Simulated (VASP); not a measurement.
Set up this calculation in VASP 6.6.1, as the native input.

```yaml
Task: single point
Functional: PBE
Potentials_or_basis: VASP PAW PBE potentials, release 64 (Ta_pv, Si, O)
Cutoff: 520 eV
k_mesh: 12 × 12 × 6
Occupations: gaussian, width 0.1 eV
Spin: no spin polarisation
Dipole_correction: no
Further_INCAR_settings: ALGO = Normal; EDIFF = 1e-06; NBANDS = 26
```

The structure of Ta2Si2O lies in POSCAR:

```
Ta2Si2O
1.0
    4.0081330005      0.0000000000      0.0000000000
   -2.0040665002      3.4711450002      0.0000000000
    0.0000000000      0.0000000000      6.6613013067
Ta Si O
2 2 1
Direct
    0.0000000000      0.0000000000      0.7098203808
    0.0000000000      0.0000000000      0.2901796192
    0.3333333333      0.6666666667      0.5000000000
    0.6666666667      0.3333333333      0.5000000000
    0.0000000000      0.0000000000      0.0000000000
```

The cell was built from a structure type or drawn by symmetry, and may not be a known phase.

One way to write it, as run:

INCAR

```
SYSTEM = Ta2Si2O
PREC = Accurate
ENCUT = 520
EDIFF = 1E-6
ISMEAR = 0
SIGMA = 0.1
LREAL = .False.
LASPH = .True.
NELM = 60
ALGO = Normal
ISIF = 2
LWAVE = .False.
LCHARG = .True.
GGA = PE
LELF = .True.
LVHAR = .True.
NBANDS = 26
```

KPOINTS

```
regular mesh
0
Gamma
  12 12 6
  0 0 0
```

Potentials or basis: VASP PAW PBE potentials, release 64 (Ta_pv, Si, O).

The run is started by

```console
$ cat potpaw_PBE.64/Ta_pv/POTCAR potpaw_PBE.64/Si/POTCAR potpaw_PBE.64/O/POTCAR > POTCAR
$ mpirun -np 1 vasp_std > vasp.out
```

It gave:

- Pressure: 0.2 GPa
- Largest force: 0.080 eV/Å
- Band gap on the k mesh: zero (bands 18 and 19 overlap by 1.33 eV)

Caveat: spin-orbit coupling is left out, which moves the levels of the heavy elements.

Run time: 3.4 min on 1 thread of Intel(R) Xeon(R) Platinum 8175M CPU @ 2.50GHz (Skylake/Cascade Lake) (shared host), peak memory 0.32 GiB.
